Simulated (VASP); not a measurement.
Wanted: the native input for a VASP 6.6.1 run.

- Task: single point
- Functional: LDA
- Potentials or basis: VASP PAW LDA potentials, release 64 (Sr_sv, C)
- Cutoff: 600 eV
- k mesh: 5 × 5 × 5
- Occupations: fermi-dirac, width 0.01 eV
- Spin: no spin polarisation
- Dipole correction: no
- Further INCAR settings: ALGO = Normal; EDIFF = 1e-06; NBANDS = 16

The structure of SrC2 lies in POSCAR:

```
SrC2
1.0
    2.5173300000      1.4533800000      2.3066600000
   -2.5173300000      1.4533800000      2.3066600000
    0.0000000000     -2.9067600000      2.3066600000
Sr C
1 2
Direct
    0.0000000000      0.0000000000      0.0000000000
    0.5915600000      0.5915600000      0.5915600000
    0.4084400000      0.4084400000      0.4084400000
```

The input as run:

INCAR

```
SYSTEM = SrC2
PREC = Accurate
ENCUT = 600
EDIFF = 1E-6
ISMEAR = -1
SIGMA = 0.01
LREAL = .FALSE.
LASPH = .TRUE.
NELM = 120
ALGO = Normal
ISIF = 2
LWAVE = .FALSE.
LCHARG = .FALSE.
NBANDS = 16
GGA_COMPAT = .FALSE.
```

KPOINTS

```
regular mesh
0
G
  5 5 5
  0 0 0
```

Potentials or basis: VASP PAW LDA potentials, release 64 (Sr_sv, C).

The run is started by

```console
$ cat potpaw_LDA.64/Sr_sv/POTCAR potpaw_LDA.64/C/POTCAR > POTCAR
$ mpirun -np 1 vasp_std > vasp.out
```

Results of the run:

- Pressure: -5.5 GPa
- Largest force: 0.461 eV/Å
- Band gap on the k mesh: 1.66 eV, indirect (least direct gap 2.42 eV)

Wall time 21 s on 1 thread of Intel Xeon 8259CL (shared host), peak memory 0.16 GiB.
